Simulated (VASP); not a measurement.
The system is Pb.

```
Pb
1.0
     0.00000    2.47502    2.47502
     2.47502    0.00000    2.47502
     2.47502    2.47502    0.00000
Pb
1
Direct
  0.00000 0.00000 0.00000
```

Base run:

```yaml
Program: VASP 6.6.1
Functional: PBE exchange alone
Potentials_or_basis: VASP PAW PBE potentials, release 64 (Pb_d)
Cutoff: 520 eV
k_mesh: 9 × 9 × 9
Occupations: fermi-dirac, width 0.05 eV
Spin: no spin polarisation
```

Its results: band gap on the k mesh zero (band 7 reaches 16.08 eV, above the bottom of band 8 at 7.32 eV); pressure 11.5 GPa.

Problem. The run is repeated on the same cell with these changes: functional from PBE exchange alone to PBE; occupations from fermi-dirac, width 0.05 eV to gaussian, width 0.05 eV. What comes out?

Solution. Band gap on the k mesh zero (band 7 reaches 14.70 eV, above the bottom of band 8 at 5.74 eV); pressure 2.2 GPa.

Caveats: spin-orbit coupling is left out, which moves the levels of the heavy elements.
